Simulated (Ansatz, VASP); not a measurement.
# One calculation of AgCl, two programs

POSCAR

```
AgCl
1.0
    0.0000000000      2.8608164227      2.7731838142
    2.8608164227      0.0000000000      2.7731838142
    2.8608164227      2.8608164227      0.0000000000
Ag Cl
1 1
Direct
    0.0000000000      0.0000000000      0.0000000000
    0.5000000000      0.5000000000      0.5000000000
```

Contents of INCAR.step1:

```
  PREC = Accurate
  ENCUT = 520
  EDIFF = 1E-5
  ISMEAR = 0
  SIGMA = 0.01
  LREAL = False
  LASPH = True
  NELM = 100
  ALGO = Normal
  ISIF = 2
  LWAVE = True
  NBANDS = 16
  GGA = PE
```

INCAR.step2

```
  PREC = Accurate
  ENCUT = 520
  EDIFF = 1E-6
  ISMEAR = 0
  SIGMA = 0.01
  LREAL = False
  LASPH = True
  NELM = 100
  ALGO = Normal
  ISIF = 2
  LWAVE = False
  LCHARG = True
  GGA = PE
  LHFCALC = True
  HFSCREEN = 0.2079
  PRECFOCK = Normal
  LELF = True
  LVHAR = True
  NBANDS = 16
  ISTART = 1
```

The input KPOINTS:

```
Automatic mesh
0
Gamma
  6 6 6
```

Input for Ansatz:

```yaml
crystal:
  lattice:
    - [0.0, 2.8608164227, 2.7731838142]
    - [2.8608164227, 0.0, 2.7731838142]
    - [2.8608164227, 2.8608164227, 0.0]
  atoms:
    - { symbol: Ag, position: [0.0, 0.0, 0.0] }
    - { symbol: Cl, position: [0.5, 0.5, 0.5] }
kpoints:
  mp_grid: { grid: [6, 6, 6] }
  band_path:
    path:
      - [0.0, 0.0, 0.0]
      - [0.5, 0.0, 0.5]
      - [0.625, 0.25, 0.625]
      - [0.375, 0.375, 0.75]
      - [0.5, 0.5, 0.5]
      - [0.5, 0.25, 0.75]
      - [0.0375, 0.0375, 0.075]
      - [0.0, 0.0, 0.5]
    npoints: 1
hamiltonian:
  xc: hse06
scf:
  occupations: { method: fixed }
  n_extra_bands: 4
output:
  forces: true
  stress: true
  eigenvalues: true
```

Change from the starting cell: biaxial_xy strain +3.2%.

Alike in both runs: task single point; functional HSE06; k mesh 6 × 6 × 6; no spin polarisation.

```csv
,VASP,Ansatz
version,VASP 6.6.1,Ansatz 0.2.0
potentials or method,"VASP PAW PBE potentials, release 64 (Ag, Cl)","plane waves, PAW"
plane-wave cutoff (eV),520,420
occupations,"gaussian, width 0.01 eV",fixed
valence electrons in the cell,18,26
```

Ansatz gave:

```
gap on the k mesh at the Fermi level (eV)                     : 2.35
pressure (GPa)                                                : -1.1
traceless stress, the component that is largest in VASP (GPa) : 0.23
```

Estimate VASP's values.

gap on the k mesh at the Fermi level (eV): 2.33; pressure (GPa): -1.3; traceless stress, the component that is largest in VASP (GPa): 0.21.

VASP's potentials hold 18 valence electrons a cell and Ansatz's 26, so a difference there can come from the potentials and not from the codes. Ansatz's warnings: stress exchange threshold loose, stress scf threshold loose.
